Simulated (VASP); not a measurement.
# Hf2Bi2O: single point with PBE

Crystal: Hf2Bi2O.

```xyz
5
Lattice="5.2061 0.0000 0.0000 -2.6031 4.5087 0.0000 0.0000 0.0000 5.4378" Properties=species:S:1:pos:R:3 pbc="T T T"
Hf    0.0000    3.0058    1.2999
Hf    0.0000    3.0058    4.1379
Bi    2.6031    1.5029    0.0000
Bi    0.0000    0.0000    0.0000
O     0.0000    0.0000    2.7189
```

```json
{
 "Program": "VASP 6.6.1",
 "Task": "single point",
 "Functional": "PBE",
 "Potentials or basis": "VASP PAW PBE potentials, release 64 (Hf_pv, Bi_d, O)",
 "Cutoff": "520 eV",
 "k mesh": "6 × 6 × 2",
 "Occupations": "gaussian, width 0.1 eV",
 "Spin": "no spin polarisation"
}
```

| Quantity | Value |
| --- | --- |
| Pressure | 0.0 GPa |
| Largest force | 0.047 eV/Å |
| Band gap on the k mesh | zero (band 28 reaches 5.65 eV, above the bottom of band 29 at 5.24 eV) |

Forces in eV/Å, atoms in the order of the input:
```
Hf   0.000  0.000 -0.047
Hf   0.000  0.000  0.047
Bi   0.000  0.000  0.000
Bi   0.000  0.000  0.000
O    0.000  0.000  0.000
```

Stress tensor (GPa, compression positive):
```
 0.08  0.00  0.00
 0.00  0.08  0.00
 0.00  0.00 -0.17
```

Levels at points of the mesh, in eV from the Fermi level:
| k point | band 25 | band 26 | band 27 | band 28 | band 29 | band 30 | band 31 | band 32 |
| --- | --- | --- | --- | --- | --- | --- | --- | --- |
| (0.00, 0.00, 0.00) | -2.60 | -2.01 | -2.01 | -1.42 | 0.16 | 1.22 | 1.22 | 1.34 |
| (0.50, 0.00, 0.00) | -2.15 | -1.69 | -1.20 | -0.73 | 0.32 | 0.82 | 1.13 | 1.46 |
| (0.00, 0.00, 0.50) | -2.14 | -2.14 | -1.98 | -0.09 | -0.07 | 0.63 | 0.63 | 1.60 |
| (0.50, 0.00, 0.50) | -1.78 | -1.17 | -0.42 | 0.04 | 0.30 | 0.43 | 0.88 | 0.98 |

It took 51 s on 1 thread of Intel(R) Xeon(R) 6975P-C (Granite Rapids), on a shared host, peak memory 0.27 GiB.

Caveat: the k points lie up to 0.58 Å⁻¹ apart; spin-orbit coupling is left out, which moves the levels of the heavy elements.
